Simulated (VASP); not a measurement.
# MnO (rock salt type) (Fm-3m) in VASP: settings compared, part 2 of 2

VASP 6.6.1. Earlier steps stand in the parts before.

## 4. Single point, r2SCAN

This run uses another cell than the first one, of 8.99 Å³/atom.

File POSCAR:

```
MnO
1.0
    0.0000000000      2.0794789095      2.0794789095
    2.0794789095      0.0000000000      2.0794789095
    2.0794789095      2.0794789095      0.0000000000
Mn O
1 1
Direct
    0.0000000000      0.0000000000      0.0000000000
    0.5000000000      0.5000000000      0.5000000000
```

File INCAR.step1:

```
SYSTEM = MnO
PREC     = Accurate       ! precision mode
ENCUT    = 520            ! plane-wave cutoff, eV
ISMEAR   = -1             ! smearing method
SIGMA    = 0.1            ! smearing width, eV
LREAL    = .FALSE.        ! projectors in reciprocal space
LASPH    = .TRUE.         ! aspherical terms in the spheres
NELM     = 80             ! most SCF steps
NBANDS   = 16             ! bands
GGA      = PE             ! functional
ALGO     = Normal         ! electronic algorithm
EDIFF    = 1E-4           ! SCF threshold, eV
LWAVE    = .TRUE.         ! write WAVECAR
LCHARG   = .FALSE.        ! write CHGCAR
```

File INCAR.step2:

```
SYSTEM = MnO
PREC     = Accurate       ! precision mode
ENCUT    = 520            ! plane-wave cutoff, eV
EDIFF    = 1E-7           ! SCF threshold, eV
ISMEAR   = -1             ! smearing method
SIGMA    = 0.1            ! smearing width, eV
LREAL    = .FALSE.        ! projectors in reciprocal space
LASPH    = .TRUE.         ! aspherical terms in the spheres
NELM     = 80             ! most SCF steps
ALGO     = Normal         ! electronic algorithm
ISIF     = 2              ! what is computed and relaxed
LWAVE    = .FALSE.        ! write WAVECAR
LCHARG   = .TRUE.         ! write CHGCAR
METAGGA  = R2SCAN         ! meta-GGA
LMIXTAU  = .TRUE.       
LELF     = .TRUE.         ! ELF
LVHAR    = .TRUE.       
NBANDS   = 16             ! bands
ISTART   = 1
```

File KPOINTS:

```
regular mesh
0
G
  14 14 14
  0 0 0
```

Potentials or basis: VASP PAW PBE potentials, release 64 (Mn_pv, O).

Run with:

```
cat potpaw_PBE.64/Mn_pv/POTCAR potpaw_PBE.64/O/POTCAR > POTCAR
cp INCAR.step1 INCAR
mpirun -np 1 vasp_std > vasp.out
cp INCAR.step2 INCAR
mpirun -np 1 vasp_std > vasp.out
```

OUTCAR:

```text
SYSTEM = MnO
   PREC = Accurate
   ENCUT = 520
   EDIFF = 1E-7
   ISMEAR = -1
   LREAL = .FALSE.
   LASPH = .TRUE.
   NELM = 80
   ISIF = 2
   METAGGA = R2SCAN
   ISTART = 1

 ion  position               nearest neighbor table
   1  0.000  0.000  0.000-   2 2.08   2 2.08   2 2.08   2 2.08   2 2.08   2 2.08
   2  0.500  0.500  0.500-   1 2.08   1 2.08   1 2.08   1 2.08   1 2.08   1 2.08

  LATTYP: Found a face centered cubic cell.
 ALAT       =     4.1589578190

  Lattice vectors:

 A1 = (   0.0000000000,   2.0794789095,   2.0794789095)
 A2 = (   2.0794789095,   0.0000000000,   2.0794789095)
 A3 = (   2.0794789095,   2.0794789095,   0.0000000000)

Analysis of symmetry for initial positions (statically):
=====================================================================
 Subroutine PRICEL returns:
 Original cell was already a primitive cell.

 Routine SETGRP: Setting up the symmetry group for a
 face centered cubic supercell.

 Subroutine GETGRP returns: Found 48 space group operations
 (whereof 48 operations were pure point group operations)
 out of a pool of 48 trial point group operations.

The static configuration has the point symmetry O_h .

Analysis of symmetry for dynamics (positions and initial velocities):
=====================================================================
 Subroutine PRICEL returns:
 Original cell was already a primitive cell.

 Routine SETGRP: Setting up the symmetry group for a
 face centered cubic supercell.

 Subroutine GETGRP returns: Found 48 space group operations
 (whereof 48 operations were pure point group operations)
 out of a pool of 48 trial point group operations.

The dynamic configuration has the point symmetry O_h .

 Subroutine INISYM returns: Found 48 space group operations
 (whereof 48 operations are pure point group operations),
 and found     1 'primitive' translations

----------------------------------------------------------------------------------------

                                     Primitive cell

  volume of cell :      17.9843

  direct lattice vectors                    reciprocal lattice vectors
     0.000000000  2.079478910  2.079478910    -0.240444853  0.240444853  0.240444853
     2.079478910  0.000000000  2.079478910     0.240444853 -0.240444853  0.240444853
     2.079478910  2.079478910  0.000000000     0.240444853  0.240444853 -0.240444853

  length of vectors
     2.940827276  2.940827276  2.940827276     0.416462701  0.416462701  0.416462701

  position of ions in fractional coordinates (direct lattice)
     0.000000000  0.000000000  0.000000000
     0.500000000  0.500000000  0.500000000

  ion indices of the primitive-cell ions
   primitive index   ion index
                 1           1
                 2           2

----------------------------------------------------------------------------------------

 KPOINTS: regular mesh

Automatic generation of k-mesh.
 Grid dimensions read from file:
 generate k-points for:   14   14   14

 Generating k-lattice:

  Cartesian coordinates                     Fractional coordinates (reciprocal lattice)
    -0.017174632  0.017174632  0.017174632     0.071428571  0.000000000  0.000000000
     0.017174632 -0.017174632  0.017174632     0.000000000  0.071428571  0.000000000
     0.017174632  0.017174632 -0.017174632     0.000000000  0.000000000  0.071428571

  Length of vectors
     0.029747336  0.029747336  0.029747336

  Shift w.r.t. Gamma in fractional coordinates (k-lattice)
     0.000000000  0.000000000  0.000000000

 Subroutine IBZKPT returns following result:
 ===========================================

 Found    104 irreducible k-points:

 Following reciprocal coordinates:
            Coordinates               Weight
  0.000000  0.000000  0.000000      1.000000
  0.071429  0.000000  0.000000      8.000000
  0.142857  0.000000  0.000000      8.000000
  0.214286  0.000000  0.000000      8.000000
  0.285714  0.000000  0.000000      8.000000
  0.357143  0.000000  0.000000      8.000000
[... 16 lines left out ...]
  0.214286  0.142857  0.000000     24.000000
  0.285714  0.142857  0.000000     24.000000
 [... further k-points ...]
   k-points           NKPTS =    104   k-points in BZ     NKDIM =    104   number of bands    NBANDS=     16
   number of dos      NEDOS =    301   number of ions     NIONS =      2
   total plane-waves  NPLWV =  13824
   dimension x,y,z NGX =    24 NGY =   24 NGZ =   24
   dimension x,y,z NGXF=    48 NGYF=   48 NGZF=   48
   ions per type =               1   1
   NGX,Y,Z   is equivalent  to a cutoff of  13.57, 13.57, 13.57 a.u.
   NGXF,Y,Z  is equivalent  to a cutoff of  27.13, 27.13, 27.13 a.u.
 SYSTEM =  MnO
   PREC   = accura    normal or accurate (medium, high low for compatibility)
   ISTART =      1    job   : 0-new  1-cont  2-samecut
   ICHARG =      0    charge: 1-file 2-atom 10-const
   ISPIN  =      1    spin polarized calculation?
   LNONCOLLINEAR =      F non collinear calculations
   LSORBIT =      F    spin-orbit coupling
   LASPH  =      T    aspherical Exc in radial PAW
   ENCUT  =  520.0 eV  38.22 Ry    6.18 a.u.   5.47  5.47  5.47*2*pi/ulx,y,z
   NELM   =     80;   NELMIN=  2; NELMDL=  0     # of ELM steps
   EDIFF  = 0.1E-06   stopping-criterion for ELM
   LREAL  =      F    real-space projection
   EDIFFG = 0.1E-05   stopping-criterion for IOM
   NSW    =      0    number of steps for IOM
   IBRION =     -1    ionic relax: 0-MD 1-quasi-New 2-CG
   NFREE  =      0    steps in history (QN), initial steepest desc. (CG)
   ISIF   =      2    stress and relaxation
   ISYM   =      2    0-nonsym 1-usesym 2-fastsym
   POTIM  = 0.5000    time-step for ionic-motion
   TEBEG  =    0.0;   TEEND  =   0.0 temperature during run
   PSTRESS=    0.0 pullay stress
   NELECT =      19.0000    total number of electrons
   NUPDOWN=      -1.0000    fix difference up-down
   EMIN   =  10.00;   EMAX   =-10.00  energy-range for DOS
   EFERMI =   0.00;   METHOD = LEGACY
   ISMEAR =    -1;   SIGMA  =   0.10  broadening in eV -4-tet -1-fermi 0-gaus
   EFERMI_NEDOS =   21; number of points for ismear=-14 and -15
   IALGO  =     38    algorithm
   IMIX   =      4    mixing-type and parameters
     AMIX     =   0.40;   BMIX     =  1.00
     AMIX_MAG =   1.60;   BMIX_MAG =  1.00
  volume/ion in A,a.u.               =       8.99        60.68
  Fermi-wavevector in a.u.,A,eV,Ry     =   1.667355  3.150845 37.825203  2.780074
  Thomas-Fermi vector in A             =   2.753392
   LORBIT       =      0    0 simple, 1 ext, 2 COOP (PROOUT), +10 PAW based schemes
   METAGGA = R2SCAN    functional components
   LHFCALC =     F    Hartree Fock is set to
   AEXX    =    0.0000 exact exchange contribution
   IVDW    =     0    specifies the selected vdW correction
   LEPSILON=     F    determine dielectric tensor
   LRPA    =     F    only Hartree local field effects (RPA)
 non-spin polarized calculation
  energy-cutoff  :      520.00
  volume of cell :       17.98
 maximum number of plane-waves:       531
 NGX is ok and might be reduce to    24
   NGX = 11   NGY = 11   NGZ = 11

 number of electron      19.0000014 magnetization

 Free energy of the ion-electron system (eV)
  ---------------------------------------------------
  ext. energy  EPLUGINS =         0.00000000
  ---------------------------------------------------
  free energy    TOTEN  =       -21.93356705 eV

  energy without entropy =      -21.78103393  energy(sigma->0) =      -21.85730049

 E-fermi :   9.5059     XC(G=0): -13.9424

 val. band max:        9.5058483697   @ k =  -0.4286   0.4286   0.0714
 cond. band min:       9.5084628289   @ k =   0.4286   0.2857   0.0000
 fundamental gap:      0.0026144592
 Fermi energy:         9.5058930833

 k-point     1 :       0.0000    0.0000    0.0000
  band No.  band energies     occupation
      1     -40.1961      2.00000
      2     -40.1959      2.00000
      3     -40.1940      2.00000
      4     -13.3771      2.00000
      5       4.8500      2.00000
      6       4.8501      2.00000
[... 8 lines left out ...]
     15      29.5281      0.00000
     16      29.5282      0.00000
[... 419 lines left out ...]
 k-point    24 :       0.2857    0.1429    0.0000
  band No.  band energies     occupation
      1     -40.2740      2.00000
      2     -40.2164      2.00000
      3     -40.2131      2.00000
      4     -12.6777      2.00000
      5       1.8365      2.00000
      6       3.5182      2.00000
[... 8 lines left out ...]
     15      25.8815      0.00000
     16      27.0396      0.00000

 [... further k-points ...]

------------------------ aborting loop because EDIFF is reached ----------------------------------------

  FORCE on cell =-STRESS in cart. coord.  units (eV):
  Direction    XX          YY          ZZ          XY          YZ          ZX
  --------------------------------------------------------------------------------------
  -------------------------------------------------------------------------------------
  Total       -1.0185122     -1.0185122     -1.0185122      0.0000000      0.0000000      0.0000000
  in kB      -90.7367630    -90.7367630    -90.7367630      0.0000000      0.0000000      0.0000000
  external PRESSURE =     -90.7367630 kB  Pullay stress =       0.0000000 kB

 VOLUME and BASIS-vectors are now :
 -----------------------------------------------------------------------------
  energy-cutoff  :      520.00
  volume of cell :       17.98
      direct lattice vectors                 reciprocal lattice vectors
     0.000000000  2.079478910  2.079478910    -0.240444853  0.240444853  0.240444853
     2.079478910  0.000000000  2.079478910     0.240444853 -0.240444853  0.240444853
     2.079478910  2.079478910  0.000000000     0.240444853  0.240444853 -0.240444853

 POSITION                                       TOTAL-FORCE (eV/Angst)
 -----------------------------------------------------------------------------------
      0.00000      0.00000      0.00000        -0.000000      0.000000      0.000000
      2.07948      2.07948      2.07948         0.000000      0.000000     -0.000000
 -----------------------------------------------------------------------------------
    total drift:                                0.000000     -0.000000     -0.000000

  FREE ENERGIE OF THE ION-ELECTRON SYSTEM (eV)
  ---------------------------------------------------
  free  energy   TOTEN  =       -21.9335670465 eV

  energy  without entropy=      -21.7810339257  energy(sigma->0) =      -21.85730049
```

Wall time 2.7 min (1 thread of Intel Xeon 8259CL, shared host); peak memory 0.16 GiB.

What came out:

```yaml
Free_energy: -21.9336 eV
Pressure: -9.1 GPa
Band_gap_on_the_k_mesh: zero (an odd number of electrons rules out a gap without spin polarisation)
```

Caveat: the cell stands under tension; the PAW data sets were made with another functional, which shifts forces and pressure a little; an odd number of electrons without spin polarisation forces a metal; a magnetic or distorted state may lie lower; the run has no spin polarisation, though such a crystal can be magnetic; semilocal functionals often make such compounds metallic where correlation or magnetic order opens a gap, which also shifts bond lengths.

## 5. Single point, PBE

This run uses another cell than the first one, of 8.13 Å³/atom.

File INCAR:

```
ALGO = Normal
EDIFF = 1E-6
ENCUT = 520
GGA = PE
ISIF = 2
ISMEAR = -1
LASPH = True
LCHARG = False
LREAL = False
LWAVE = False
NBANDS = 16
NELM = 80
PREC = Accurate
SIGMA = 0.06122561905347299
```

File KPOINTS:

```
k-points
0
Gamma
  23 23 23
```

File POSCAR:

```
MnO
1.0
    0.0000000000      2.0105707409      2.0105707409
    2.0105707409      0.0000000000      2.0105707409
    2.0105707409      2.0105707409      0.0000000000
Mn O
1 1
Direct
    0.0000000000      0.0000000000      0.0000000000
    0.5000000000      0.5000000000      0.5000000000
```

Run with:

```
cat potpaw_PBE.64/Mn_pv/POTCAR potpaw_PBE.64/O/POTCAR > POTCAR
mpirun -np 1 vasp_std > vasp.out
```

Run time: 2 min. Hardware: 1 thread of Intel Xeon 8259CL, shared host; peak memory 0.21 GiB.

The run converged, but its numbers aren't listed here, since they failed a check.

Caveat: the cell stands under pressure; an odd number of electrons without spin polarisation forces a metal; a magnetic or distorted state may lie lower; the run has no spin polarisation, though such a crystal can be magnetic; semilocal functionals often make such compounds metallic where correlation or magnetic order opens a gap, which also shifts bond lengths.

## 6. Summary

| cell | gap on the mesh (eV) | pressure (GPa) |
| --- | --- | --- |
| a = 2.883 Å, angles 60.0°, 2 atoms | none | 4.9 |
| a = 2.912 Å, angles 60.0°, 2 atoms | none | -2.6 |
| a = 2.941 Å, angles 60.0°, 2 atoms | none | -9.1 |

Alike in all rows: task single point; level r2SCAN; potentials or basis VASP PAW PBE potentials, release 64 (Mn_pv, O); no spin polarisation; k mesh 14 × 14 × 14; cutoff (eV) 520; smearing fermi-dirac 0.1 eV.

Caveats: the PAW data sets were made with another functional, which shifts forces and pressure a little; an odd number of electrons without spin polarisation forces a metal; a magnetic or distorted state may lie lower; the run has no spin polarisation, though such a crystal can be magnetic; semilocal functionals often make such compounds metallic where correlation or magnetic order opens a gap, which also shifts bond lengths; the cell stands under pressure (at least some runs); the cell stands under tension (at least some runs).

Total energies depend on the potentials used, so only differences within one code and one set of settings carry meaning.
